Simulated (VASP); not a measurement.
Runs of VASP 6.6.1 on GaP. The structure is that of space group I-4m2 (No. 119), or close to it. The cells are those of the table. 

| cell | gap on the mesh (eV) | pressure (GPa) |
| --- | --- | --- |
| a = 3.752, b = 3.752, c = 4.449 Å, angles 53.6, 53.6, 72.7°, 2 atoms | none | -4.6 |
| a = 3.830, b = 3.830, c = 3.907 Å, angles 59.3, 59.3, 61.3°, 2 atoms | (a) | -0.1 |
| a = 4.006, b = 4.006, c = 3.627 Å, angles 63.1, 63.1, 53.8°, 2 atoms | 0.83 | -0.5 |
| a = 4.292, b = 4.292, c = 3.367 Å, angles 66.9, 66.9, 46.2°, 2 atoms | none | -1.1 |
| a = 3.776, b = 3.776, c = 4.069 Å, angles 57.4, 57.4, 65.2°, 2 atoms | (c) | (b) |

Alike in all rows: task single point; level r2SCAN; potentials or basis VASP PAW PBE potentials, release 64 (Ga_d, P); no spin polarisation; k mesh 10 × 10 × 10; cutoff (eV) 520; smearing gaussian 0.05 eV.

Problem. Estimate the missing entries.

Solution. (a) 1.46; (b) -0.6; (c) 0.37.

Caveats: the PAW data sets were made with another functional, which shifts forces and pressure a little; the stress differs along the axes, from -10 to 5 GPa (at least some runs); the stress differs along the axes, from -14 to 6 GPa (at least some runs); the stress differs along the axes, from -23 to 10 GPa (at least some runs); the stress differs along the axes, from -4 to 6 GPa (at least some runs); semilocal functionals underestimate gaps, and a narrow one can read as zero (at least some runs).

A k mesh can miss the band edges, and the runs leave out spin-orbit coupling on Ga.

A gap of «none» marks levels without a gap at the run's occupations.
